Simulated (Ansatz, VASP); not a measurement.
# Two plane-wave programs on TaH5

```
CELL_PARAMETERS angstrom
3.16983 0.00000 0.00000
0.00000 3.16983 0.00000
0.00000 0.00000 3.04645
ATOMIC_POSITIONS crystal
Ta 0.00000 0.00000 0.00000
H 0.78648 0.50000 0.50000
H 0.21352 0.50000 0.50000
H 0.50000 0.78648 0.50000
H 0.50000 0.21352 0.50000
H 0.50000 0.50000 0.00000
```

Alike in both runs: task single point; functional PBE; k mesh 12 × 12 × 12; occupations gaussian, width 0.1 eV; no spin polarisation.

|  | VASP | Ansatz |
| --- | --- | --- |
| version | VASP 6.6.1 | Ansatz 0.2.0 |
| potentials or method | VASP PAW PBE potentials, release 64 (Ta_pv, H), cutoff 520 eV | scalar-relativistic, plane waves, PAW |
| valence electrons in the cell | 16 | 18 |

```csv
,VASP,Ansatz,Ansatz less VASP
gap on the k mesh at the Fermi level (eV),none,none,-
pressure (GPa),-0.1,0.0,+0.08
```

A gap of «none» marks a metal or a gap that the smearing closes. VASP's potentials hold 16 valence electrons a cell and Ansatz's 18, so a difference there can come from the potentials and not from the codes.

Neither program's run includes spin-orbit coupling.
